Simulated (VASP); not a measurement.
# CdF2 in VASP: settings compared, part 2 of 2

VASP 6.6.1. Earlier steps stand in the parts before.

### 4 Single point, PBE (uniaxial z strain +5.0%)

INCAR

```
PREC = Accurate
ENCUT = 520
EDIFF = 1E-7
ISMEAR = -1
SIGMA = 0.02
LREAL = F
LASPH = T
NELM = 80
ALGO = Normal
ISIF = 2
LWAVE = F
LCHARG = T
GGA = PE
LELF = T
LVHAR = T
NBANDS = 20
```

KPOINTS

```
regular mesh
0
Gamma
  8 8 8
```

POSCAR

```
CdF2
1.0
    0.0000000000      2.6941776810      2.8291559829
    2.6941776810      0.0000000000      2.8291559829
    2.6941776810      2.6941776810      0.0000000000
Cd F
1 2
Direct
    0.0000000000      0.0000000000      0.0000000000
    0.2500000000      0.2500000000      0.2500000000
    0.7500000000      0.7500000000      0.7500000000
```

Potentials or basis: VASP PAW PBE potentials, release 64 (Cd, F).

Launch:

```console
$ cat potpaw_PBE.64/Cd/POTCAR potpaw_PBE.64/F/POTCAR > POTCAR
$ mpirun -np 1 vasp_std > vasp.out
```

OUTCAR:

```text
PREC = Accurate
   ENCUT = 520
   EDIFF = 1E-7
   ISMEAR = -1
   LREAL = F
   LASPH = T
   NELM = 80
   ISIF = 2
   GGA = PE

 ion  position               nearest neighbor table
   1  0.000  0.000  0.000-   3 2.37   3 2.37   3 2.37   2 2.37   3 2.37   2 2.37   2 2.37   2 2.37

   2  0.250  0.250  0.250-   1 2.37   1 2.37   1 2.37   1 2.37
   3  0.750  0.750  0.750-   1 2.37   1 2.37   1 2.37   1 2.37

  LATTYP: Found a body centered tetragonal cell.
 ALAT       =     3.8101426159
 C/A-ratio  =     1.4850656619

  Lattice vectors:

 A1 = (  -2.6941776810,   0.0000000000,   2.8291559829)
 A2 = (   2.6941776810,   0.0000000000,   2.8291559829)
 A3 = (   0.0000000000,   2.6941776810,  -2.8291559829)

Analysis of symmetry for initial positions (statically):
=====================================================================
 Subroutine PRICEL returns:
 Original cell was already a primitive cell.

 Routine SETGRP: Setting up the symmetry group for a
 body centered tetragonal supercell.

 Subroutine GETGRP returns: Found 16 space group operations
 (whereof 16 operations were pure point group operations)
 out of a pool of 16 trial point group operations.

The static configuration has the point symmetry D_4h.

Analysis of symmetry for dynamics (positions and initial velocities):
=====================================================================
 Subroutine PRICEL returns:
 Original cell was already a primitive cell.

 Routine SETGRP: Setting up the symmetry group for a
 body centered tetragonal supercell.

 Subroutine GETGRP returns: Found 16 space group operations
 (whereof 16 operations were pure point group operations)
 out of a pool of 16 trial point group operations.

The dynamic configuration has the point symmetry D_4h.

 Subroutine INISYM returns: Found 16 space group operations
 (whereof 16 operations are pure point group operations),
 and found     1 'primitive' translations

----------------------------------------------------------------------------------------

                                     Primitive cell

  volume of cell :      41.0714

  direct lattice vectors                    reciprocal lattice vectors
     0.000000000  2.694177681  2.829155983    -0.185585384  0.185585384  0.176731153
     2.694177681  0.000000000  2.829155983     0.185585384 -0.185585384  0.176731153
     2.694177681  2.694177681  0.000000000     0.185585384  0.185585384 -0.176731153

  length of vectors
     3.906752738  3.906752738  3.810142616     0.316413922  0.316413922  0.316413922

  position of ions in fractional coordinates (direct lattice)
     0.000000000  0.000000000  0.000000000
     0.250000000  0.250000000  0.250000000
     0.750000000  0.750000000  0.750000000

  ion indices of the primitive-cell ions
   primitive index   ion index
                 1           1
                 2           2
                 3           3

----------------------------------------------------------------------------------------

 KPOINTS: regular mesh

Automatic generation of k-mesh.
 Grid dimensions read from file:
 generate k-points for:    8    8    8

 Generating k-lattice:

  Cartesian coordinates                     Fractional coordinates (reciprocal lattice)
    -0.023198173  0.023198173  0.022091394     0.125000000  0.000000000  0.000000000
     0.023198173 -0.023198173  0.022091394     0.000000000  0.125000000  0.000000000
     0.023198173  0.023198173 -0.022091394    -0.000000000 -0.000000000  0.125000000

  Length of vectors
     0.039551740  0.039551740  0.039551740

  Shift w.r.t. Gamma in fractional coordinates (k-lattice)
     0.000000000  0.000000000  0.000000000

 Subroutine IBZKPT returns following result:
 ===========================================

 Found     59 irreducible k-points:

 Following reciprocal coordinates:
            Coordinates               Weight
  0.000000  0.000000  0.000000      1.000000
  0.125000  0.000000  0.000000      8.000000
  0.250000  0.000000  0.000000      8.000000
  0.375000 -0.000000  0.000000      8.000000
  0.500000  0.000000  0.000000      4.000000
  0.125000  0.125000  0.000000      2.000000
[... 16 lines left out ...]
  0.250000 -0.000000  0.125000     16.000000
  0.375000 -0.000000  0.125000     16.000000
 [... further k-points ...]
   k-points           NKPTS =     59   k-points in BZ     NKDIM =     59   number of bands    NBANDS=     20
   number of dos      NEDOS =    301   number of ions     NIONS =      3
   total plane-waves  NPLWV =  25200
   dimension x,y,z NGX =    30 NGY =   30 NGZ =   28
   dimension x,y,z NGXF=    60 NGYF=   60 NGZF=   56
   ions per type =               1   2
   NGX,Y,Z   is equivalent  to a cutoff of  12.77, 12.77, 12.22 a.u.
   NGXF,Y,Z  is equivalent  to a cutoff of  25.53, 25.53, 24.43 a.u.
 SYSTEM =  unknown system
   PREC   = accura    normal or accurate (medium, high low for compatibility)
   ISTART =      0    job   : 0-new  1-cont  2-samecut
   ICHARG =      2    charge: 1-file 2-atom 10-const
   ISPIN  =      1    spin polarized calculation?
   LNONCOLLINEAR =      F non collinear calculations
   LSORBIT =      F    spin-orbit coupling
   LASPH  =      T    aspherical Exc in radial PAW
   ENCUT  =  520.0 eV  38.22 Ry    6.18 a.u.   7.26  7.26  7.08*2*pi/ulx,y,z
   NELM   =     80;   NELMIN=  2; NELMDL= -5     # of ELM steps
   EDIFF  = 0.1E-06   stopping-criterion for ELM
   LREAL  =      F    real-space projection
   EDIFFG = 0.1E-05   stopping-criterion for IOM
   NSW    =      0    number of steps for IOM
   IBRION =     -1    ionic relax: 0-MD 1-quasi-New 2-CG
   NFREE  =      0    steps in history (QN), initial steepest desc. (CG)
   ISIF   =      2    stress and relaxation
   ISYM   =      2    0-nonsym 1-usesym 2-fastsym
   POTIM  = 0.5000    time-step for ionic-motion
   TEBEG  =    0.0;   TEEND  =   0.0 temperature during run
   PSTRESS=    0.0 pullay stress
   NELECT =      26.0000    total number of electrons
   NUPDOWN=      -1.0000    fix difference up-down
   EMIN   =  10.00;   EMAX   =-10.00  energy-range for DOS
   EFERMI =   0.00;   METHOD = LEGACY
   ISMEAR =    -1;   SIGMA  =   0.02  broadening in eV -4-tet -1-fermi 0-gaus
   EFERMI_NEDOS =   21; number of points for ismear=-14 and -15
   IALGO  =     38    algorithm
   IMIX   =      4    mixing-type and parameters
     AMIX     =   0.40;   BMIX     =  1.00
     AMIX_MAG =   1.60;   BMIX_MAG =  1.00
  volume/ion in A,a.u.               =      13.69        92.39
  Fermi-wavevector in a.u.,A,eV,Ry     =   1.405679  2.656348 26.884207  1.975933
  Thomas-Fermi vector in A             =   2.528116
   LORBIT       =      0    0 simple, 1 ext, 2 COOP (PROOUT), +10 PAW based schemes
   GGA     = PE    functional components
   LHFCALC =     F    Hartree Fock is set to
   AEXX    =    0.0000 exact exchange contribution
   IVDW    =     0    specifies the selected vdW correction
   LEPSILON=     F    determine dielectric tensor
   LRPA    =     F    only Hartree local field effects (RPA)
 non-spin polarized calculation
  energy-cutoff  :      520.00
  volume of cell :       41.07
 maximum number of plane-waves:      1118
 NGX is ok and might be reduce to    30
   NGX = 15   NGY = 15   NGZ = 15

 number of electron      25.9999999 magnetization

 Free energy of the ion-electron system (eV)
  ---------------------------------------------------
  ext. energy  EPLUGINS =         0.00000000
  ---------------------------------------------------
  free energy    TOTEN  =       -10.88339041 eV

  energy without entropy =      -10.88339041  energy(sigma->0) =      -10.88339041

 E-fermi :  -1.1851     XC(G=0): -10.1494

 val. band max:       -1.6091077015   @ k =  -0.2500   0.2500   0.5000
 cond. band min:       1.2067925974   @ k =   0.0000   0.0000   0.0000
 fundamental gap:      2.8159002990
 Fermi energy:        -1.1851061423

 k-point     1 :       0.0000    0.0000    0.0000
  band No.  band energies     occupation
      1     -22.2055      2.00000
      2     -21.2208      2.00000
      3      -7.1729      2.00000
      4      -7.1385      2.00000
      5      -7.1385      2.00000
      6      -6.1639      2.00000
[... 12 lines left out ...]
     19      17.3663      0.00000
[... 513 lines left out ...]
      4      -6.8379      2.00000
      5      -6.2837      2.00000
      6      -6.2635      2.00000
[... 12 lines left out ...]
     19      17.0061      0.00000
     20      18.8778      0.00000

 [... further k-points ...]

------------------------ aborting loop because EDIFF is reached ----------------------------------------

  FORCE on cell =-STRESS in cart. coord.  units (eV):
  Direction    XX          YY          ZZ          XY          YZ          ZX
  --------------------------------------------------------------------------------------
  -------------------------------------------------------------------------------------
  Total        0.6232899      0.6232899     -0.6800215      0.0000000      0.0000000     -0.0000000
  in kB       24.3142727     24.3142727    -26.5273519      0.0000000      0.0000000     -0.0000000
  external PRESSURE =       7.3670645 kB  Pullay stress =       0.0000000 kB

 VOLUME and BASIS-vectors are now :
 -----------------------------------------------------------------------------
  energy-cutoff  :      520.00
  volume of cell :       41.07
      direct lattice vectors                 reciprocal lattice vectors
     0.000000000  2.694177681  2.829155983    -0.185585384  0.185585384  0.176731153
     2.694177681  0.000000000  2.829155983     0.185585384 -0.185585384  0.176731153
     2.694177681  2.694177681  0.000000000     0.185585384  0.185585384 -0.176731153

 POSITION                                       TOTAL-FORCE (eV/Angst)
 -----------------------------------------------------------------------------------
      0.00000      0.00000      0.00000         0.000000      0.000000      0.000000
      1.34709      1.34709      1.41458         0.000000      0.000000     -0.000000
      4.04127      4.04127      4.24373        -0.000000     -0.000000      0.000000
 -----------------------------------------------------------------------------------
    total drift:                                0.000000     -0.000000      0.000000

  FREE ENERGIE OF THE ION-ELECTRON SYSTEM (eV)
  ---------------------------------------------------
  free  energy   TOTEN  =       -10.8833904077 eV

  energy  without entropy=      -10.8833904077  energy(sigma->0) =      -10.88339041
```

stdout:

```text
POSCAR found type information on POSCAR CdF
 POSCAR found :  2 types and       3 ions
 scaLAPACK will be used
 LDA part: xc-table for (Slater+PW92), standard interpolation
 POSCAR, INCAR and KPOINTS ok, starting setup
 FFT: planning ... GRIDC
 FFT: planning ... GRID_SOFT
 FFT: planning ... GRID
 WAVECAR not read
 entering main loop
```

Run time: 47 s. Hardware: 1 thread of Intel Xeon Platinum 8259CL at 2.50GHz (Skylake/Cascade Lake), shared host; peak memory 0.19 GiB.

What came out:

* Free energy: -10.8834 eV
* Pressure: 0.7 GPa
* Band gap on the k mesh: 2.82 eV, indirect (least direct gap 3.35 eV)

Stress tensor (GPa, compression positive):
```
 2.43  0.00  0.00
 0.00  2.43  0.00
 0.00  0.00 -2.65
```

Caveat: the cell differs from its parent crystal (uniaxial z strain +5.0%).

### 5 Single point, r2SCAN (uniaxial z strain +5.0%)

POSCAR is that of step 4.

INCAR.step1

```
SYSTEM = CdF2
PREC = Accurate
ENCUT = 520
ISMEAR = 0
SIGMA = 0.01
LREAL = .FALSE.
LASPH = .TRUE.
NELM = 80
NBANDS = 20
GGA = PE
ALGO = Normal
EDIFF = 1E-4
LWAVE = .TRUE.
LCHARG = .FALSE.
```

INCAR.step2

```
SYSTEM = CdF2
PREC = Accurate
ENCUT = 520
EDIFF = 1E-7
ISMEAR = 0
SIGMA = 0.01
LREAL = .FALSE.
LASPH = .TRUE.
NELM = 80
ALGO = Normal
ISIF = 2
LWAVE = .FALSE.
LCHARG = .FALSE.
METAGGA = R2SCAN
LMIXTAU = .TRUE.
NBANDS = 20
ISTART = 1
```

KPOINTS

```
regular mesh
0
G
  8 8 8
  0 0 0
```

Launch:

```console
$ cat potpaw_PBE.64/Cd/POTCAR potpaw_PBE.64/F/POTCAR > POTCAR
$ cp INCAR.step1 INCAR
$ mpirun -np 1 vasp_std > vasp.out
$ cp INCAR.step2 INCAR
$ mpirun -np 1 vasp_std > vasp.out
```

Run time: 3.4 min. Hardware: 1 thread of Intel Xeon Platinum 8259CL at 2.50GHz (Skylake/Cascade Lake), shared host; peak memory 0.2 GiB.

Results (log left out):

```
Free energy            : -33.6797 eV
Pressure               : -4.2 GPa
Band gap on the k mesh : 3.49 eV, indirect (least direct gap 4.03 eV)
```

Stress tensor (GPa, compression positive):
```
-2.41  0.00  0.00
 0.00 -2.41  0.00
 0.00  0.00 -7.83
```

Levels at points of the mesh, in eV from the valence-band top:
| k point | band 11 | band 12 | band 13 | band 14 | band 15 | band 16 |
| --- | --- | --- | --- | --- | --- | --- |
| (0.00, 0.00, 0.00) | -0.67 | -0.67 | -0.53 | 3.49 | 13.26 | 13.26 |
| (0.50, 0.00, 0.00) | -1.66 | -0.50 | -0.47 | 7.52 | 9.43 | 14.92 |
| (0.50, 0.50, 0.00) | -0.63 | -0.09 | -0.09 | 8.39 | 10.30 | 12.06 |
| (0.50, 0.00, 0.50) | -0.37 | -0.23 | -0.07 | 8.36 | 10.13 | 12.01 |

Caveat: the cell differs from its parent crystal (uniaxial z strain +5.0%); the PAW data sets were made with another functional, which shifts forces and pressure a little. A k mesh can miss the band edges.

### 6 Overview

| level | cell | smearing | gap on the mesh (eV) | pressure (GPa) |
| --- | --- | --- | --- | --- |
| PBE | a = 3.600 Å, angles 60.0°, 3 atoms | fermi-dirac 0.02 eV | 3.68 | 37.4 |
| r2SCAN | a = 3.600 Å, angles 60.0°, 3 atoms | gaussian 0.01 eV | 4.37 | 31.5 |
| PBE | a = 3.907, b = 3.907, c = 3.810 Å, angles 60.8, 60.8, 58.4°, 3 atoms | fermi-dirac 0.02 eV | 2.82 | 0.7 |
| r2SCAN | a = 3.907, b = 3.907, c = 3.810 Å, angles 60.8, 60.8, 58.4°, 3 atoms | gaussian 0.01 eV | 3.49 | -4.2 |

Alike in all rows: task single point; potentials or basis VASP PAW PBE potentials, release 64 (Cd, F); no spin polarisation; k mesh 8 × 8 × 8; cutoff (eV) 520.

Caveats: the PAW data sets were made with another functional, which shifts forces and pressure a little (some runs).

Absolute energies hang on the potentials; compare differences alone.
